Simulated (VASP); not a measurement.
# WC (NiAs type): single point with PBE

Crystal: WC (NiAs type).

```xyz
4
Lattice="2.5552 0.0000 0.0000 -1.2776 2.2129 0.0000 0.0000 0.0000 5.2500" Properties=species:S:1:pos:R:3 pbc="T T T"
W     0.0000    0.0000    0.0000
W     0.0000    0.0000    2.6250
C     0.0000    1.4753    1.3125
C     1.2776    0.7376    3.9375
```

| Quantity | Value |
| --- | --- |
| Program | VASP 6.6.1 |
| Task | single point |
| Functional | PBE |
| Potentials or basis | VASP PAW PBE potentials, release 64 (W_sv, C) |
| Cutoff | 520 eV |
| k mesh | 11 × 11 × 7 |
| Occupations | fermi-dirac, width 0.08 eV |
| Spin | no spin polarisation |
| Dipole correction | no |
| Further INCAR settings | ALGO = Normal; EDIFF = 1e-06; NBANDS = 26 |

```
Pressure               : 285.8 GPa
Band gap on the k mesh : zero (band 18 reaches 17.37 eV, above the bottom of band 19 at 16.30 eV)
```

Stress tensor (GPa, compression positive):
```
285.96   0.00   0.00
  0.00 285.96   0.00
  0.00   0.00 285.41
```

Levels at points of the mesh, in eV from the Fermi level:
| k point | band 16 | band 17 | band 18 | band 19 | band 20 | band 21 |
| --- | --- | --- | --- | --- | --- | --- |
| (0.00, 0.00, 0.00) | -1.29 | -1.05 | 0.18 | 0.18 | 1.37 | 1.37 |

Wall time 19 s on 1 thread of Intel(R) Xeon(R) 6975P-C (Granite Rapids), on a shared host, peak memory 0.17 GiB.

Caveat: spin-orbit coupling is left out, which moves the levels of the heavy elements.
